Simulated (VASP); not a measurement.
# GaO (P6_3/mmc) in VASP: electric field gradients with PBEsol

Aim: the electric field gradients of GaO with PBEsol.

All numbers are computed with VASP 6.6.1; they aren't measurements. Logs are shortened: lines on timing, memory, paths and dates and some standing lists are left out, and cuts for length are marked.

## 1. The cell of the first run

The structure is hexagonal, space group P6_3/mmc (No. 194). The conventional cell has a = 3.070 Å, b = 3.070 Å, c = 12.872 Å, α = 90.00°, β = 90.00°, γ = 120.00°. Ga (site symmetry 3m) has 3 O at 1.91 Å and 1 Ga at 2.47 Å within 2.5 Å. Within 2.5 Å of O (site symmetry 3m) lie 3 Ga at 1.91 Å.

## 2. Electric field gradients, PBEsol

Contents of INCAR:

```
SYSTEM = GaO
PREC = Accurate
ENCUT = 520
EDIFF = 1E-8
ISMEAR = 0
SIGMA = 0.01
LREAL = .FALSE.
LASPH = .TRUE.
NELM = 60
ALGO = Normal
ISIF = 2
LWAVE = .FALSE.
LCHARG = .FALSE.
GGA = PS
LEFG = .TRUE.
NBANDS = 48
```

Contents of KPOINTS:

```
regular mesh
0
G
  12 12 2
  0 0 0
```

Contents of POSCAR:

```
GaO
1.0
    3.0698229299      0.0000000000      0.0000000000
   -1.5349114650      2.6585446424      0.0000000000
    0.0000000000      0.0000000000     12.8721114504
Ga O
4 4
Direct
    0.3333333333      0.6666666667      0.1538629561
    0.6666666667      0.3333333333      0.6538629561
    0.3333333333      0.6666666667      0.3461370439
    0.6666666667      0.3333333333      0.8461370439
    0.3333333333      0.6666666667      0.5979648337
    0.6666666667      0.3333333333      0.0979648337
    0.3333333333      0.6666666667      0.9020351663
    0.6666666667      0.3333333333      0.4020351663
```

Potentials or basis: VASP PAW PBE potentials, release 64 (Ga_d, O).

Started as:

```bash
cat potpaw_PBE.64/Ga_d/POTCAR potpaw_PBE.64/O/POTCAR > POTCAR
mpirun -np 1 vasp_std > vasp.out
```

OUTCAR:

```text
SYSTEM = GaO
   PREC = Accurate
   ENCUT = 520
   EDIFF = 1E-8
   ISMEAR = 0
   LREAL = .FALSE.
   LASPH = .TRUE.
   NELM = 60
   ISIF = 2
   GGA = PS

 ion  position               nearest neighbor table
   1  0.333  0.667  0.154-   6 1.91   6 1.91   6 1.91   3 2.47
   2  0.667  0.333  0.654-   5 1.91   5 1.91   5 1.91   4 2.47
   3  0.333  0.667  0.346-   8 1.91   8 1.91   8 1.91   1 2.47
   4  0.667  0.333  0.846-   7 1.91   7 1.91   7 1.91   2 2.47
   5  0.333  0.667  0.598-   2 1.91   2 1.91   2 1.91
   6  0.667  0.333  0.098-   1 1.91   1 1.91   1 1.91
   7  0.333  0.667  0.902-   4 1.91   4 1.91   4 1.91
   8  0.667  0.333  0.402-   3 1.91   3 1.91   3 1.91

  LATTYP: Found a hexagonal cell.
 ALAT       =     3.0698229299
 C/A-ratio  =     4.1931120277

  Lattice vectors:

 A1 = (   3.0698229299,   0.0000000000,   0.0000000000)
 A2 = (  -1.5349114650,   2.6585446424,   0.0000000000)
 A3 = (   0.0000000000,   0.0000000000,  12.8721114504)

Analysis of symmetry for initial positions (statically):
=====================================================================
 Subroutine PRICEL returns:
 Original cell was already a primitive cell.

 Routine SETGRP: Setting up the symmetry group for a
 hexagonal supercell.

 Subroutine GETGRP returns: Found 24 space group operations
 (whereof 12 operations were pure point group operations)
 out of a pool of 24 trial point group operations.

The static configuration has the point symmetry D_3d.
 The point group associated with its full space group is D_6h.

Analysis of symmetry for dynamics (positions and initial velocities):
=====================================================================
 Subroutine PRICEL returns:
 Original cell was already a primitive cell.

 Routine SETGRP: Setting up the symmetry group for a
 hexagonal supercell.

 Subroutine GETGRP returns: Found 24 space group operations
 (whereof 12 operations were pure point group operations)
 out of a pool of 24 trial point group operations.

The dynamic configuration has the point symmetry D_3d.
 The point group associated with its full space group is D_6h.

 Subroutine INISYM returns: Found 24 space group operations
 (whereof 12 operations are pure point group operations),
 and found     1 'primitive' translations

[... 169 lines left out ...]
      6     -10.2830      2.00000
[... 1213 lines left out ...]
     47      13.2538      0.00000
     48      13.2538      0.00000

 [... further k-points ...]
[... 5 lines left out ...]
  --------------------------------------------------------------------------------------
  -------------------------------------------------------------------------------------
  Total        0.2205123      0.2205123     -0.0686317     -0.0000000      0.0000000      0.0000000
  in kB        3.3630733      3.3630733     -1.0467143     -0.0000000      0.0000000      0.0000000
  external PRESSURE =       1.8931441 kB  Pullay stress =       0.0000000 kB

 VOLUME and BASIS-vectors are now :
 -----------------------------------------------------------------------------
  energy-cutoff  :      520.00
  volume of cell :      105.05
      direct lattice vectors                 reciprocal lattice vectors
     3.069822930  0.000000000  0.000000000     0.325751688  0.188072825  0.000000000
    -1.534911465  2.658544642  0.000000000     0.000000000  0.376145649  0.000000000
     0.000000000  0.000000000 12.872111450     0.000000000  0.000000000  0.077687332

 POSITION                                       TOTAL-FORCE (eV/Angst)
 -----------------------------------------------------------------------------------
     -0.00000      1.77236      1.98054         0.000000     -0.000000      0.015453
      1.53491      0.88618      8.41660        -0.000000      0.000000      0.015453
     -0.00000      1.77236      4.45551        -0.000000     -0.000000     -0.015453
      1.53491      0.88618     10.89157        -0.000000     -0.000000     -0.015453
     -0.00000      1.77236      7.69707         0.000000      0.000000     -0.016306
      1.53491      0.88618      1.26101        -0.000000      0.000000     -0.016306
     -0.00000      1.77236     11.61110         0.000000      0.000000      0.016306
      1.53491      0.88618      5.17504        -0.000000      0.000000      0.016306
 -----------------------------------------------------------------------------------
    total drift:                               -0.000000     -0.000000     -0.000000

  FREE ENERGIE OF THE ION-ELECTRON SYSTEM (eV)
  ---------------------------------------------------
  free  energy   TOTEN  =       -46.1453825771 eV

  energy  without entropy=      -46.1453825771  energy(sigma->0) =      -46.14538258

 Electric field gradients (V/A^2)
---------------------------------------------------------------------
 ion       V_xx      V_yy      V_zz      V_xy      V_xz      V_yz
---------------------------------------------------------------------
   1      24.099    24.098   -48.197    -0.001     0.000    -0.000
   2      24.099    24.098   -48.197    -0.001    -0.000     0.000
   3      24.099    24.098   -48.197    -0.001    -0.000     0.000
   4      24.099    24.098   -48.197    -0.001     0.000    -0.000
   5      34.061    34.064   -68.125     0.002     0.000    -0.000
   6      34.061    34.064   -68.125     0.002    -0.000     0.000
   7      34.061    34.064   -68.125     0.002    -0.000     0.000
   8      34.061    34.064   -68.125     0.002     0.000    -0.000
---------------------------------------------------------------------

 Electric field gradients after diagonalization (V/A^2)
 (convention: |V_zz| > |V_xx| > |V_yy|)
----------------------------------------------------------------------
 ion       V_xx      V_yy      V_zz     asymmetry (V_yy - V_xx)/ V_zz
----------------------------------------------------------------------
   1      24.100    24.097   -48.197       0.000
   2      24.100    24.097   -48.197       0.000
   3      24.100    24.097   -48.197       0.000
   4      24.100    24.097   -48.197       0.000
   5      34.065    34.060   -68.125       0.000
   6      34.065    34.060   -68.125       0.000
   7      34.065    34.060   -68.125       0.000
   8      34.065    34.060   -68.125       0.000
----------------------------------------------------------------------

           NMR quadrupolar parameters

 Cq : quadrupolar parameter    Cq=e*Q*V_zz/h
 eta: asymmetry parameters     (V_yy - V_xx)/ V_zz
 Q  : nuclear electric quadrupole moment in mb (millibarn)
----------------------------------------------------------------------
 ion       Cq(MHz)       eta       Q (mb)
----------------------------------------------------------------------
   1      -0.117       0.000       1.000
   2      -0.117       0.000       1.000
   3      -0.117       0.000       1.000
   4      -0.117       0.000       1.000
   5      -0.165       0.000       1.000
   6      -0.165       0.000       1.000
   7      -0.165       0.000       1.000
   8      -0.165       0.000       1.000
----------------------------------------------------------------------
```

stdout:

```text
POSCAR found type information on POSCAR GaO
 POSCAR found :  2 types and       8 ions
 scaLAPACK will be used
 -----------------------------------------------------------------------------
|                                                                             |
|                                                                             |
|     You enforced a specific xc type in the INCAR file but a different       |
|     I HOPE YOU KNOW WHAT YOU ARE DOING!                                     |
|                                                                             |
 -----------------------------------------------------------------------------

 LDA part: xc-table for (Slater+PW92), standard interpolation
 POSCAR, INCAR and KPOINTS ok, starting setup
 FFT: planning ... GRIDC
 FFT: planning ... GRID_SOFT
 FFT: planning ... GRID
 WAVECAR not read
 entering main loop
ion   1

ion   2

ion   3

ion   4

ion   5

ion   6

ion   7

ion   8
```

It took 7.6 min on 1 thread of Oxide Virtual Turin-like, shared host; peak memory 0.26 GiB.

Results:

| Quantity | Value |
| --- | --- |
| Free energy | -46.1454 eV |
| Pressure | 0.2 GPa |
| Largest force | 0.016 eV/Å |
| Band gap on the k mesh | 1.10 eV, indirect (least direct gap 1.11 eV) |

Forces on the atoms (eV/Å):
```
Ga   0.000  0.000  0.015
Ga   0.000  0.000  0.015
Ga   0.000  0.000 -0.015
Ga   0.000  0.000 -0.015
O    0.000  0.000 -0.016
O    0.000  0.000 -0.016
O    0.000  0.000  0.016
O    0.000  0.000  0.016
```

Stress tensor (GPa, compression positive):
```
 0.34  0.00  0.00
 0.00  0.34  0.00
 0.00  0.00 -0.10
```

Electric field gradients, principal values (V/Å²):
| atom | least | middle | greatest (by size) |
| --- | --- | --- | --- |
| 1 Ga | 24.097 | 24.100 | -48.197 |
| 2 Ga | 24.097 | 24.100 | -48.197 |
| 3 Ga | 24.097 | 24.100 | -48.197 |
| 4 Ga | 24.097 | 24.100 | -48.197 |
| 5 O | 34.060 | 34.065 | -68.125 |
| 6 O | 34.060 | 34.065 | -68.125 |
| 7 O | 34.060 | 34.065 | -68.125 |
| 8 O | 34.060 | 34.065 | -68.125 |

Caveat: without QUAD_EFG the Cq values of the log hold for a quadrupole moment of 1 mb, not for the nuclei; the PAW data sets were made with another functional, which shifts forces and pressure a little. A k mesh can miss the band edges.
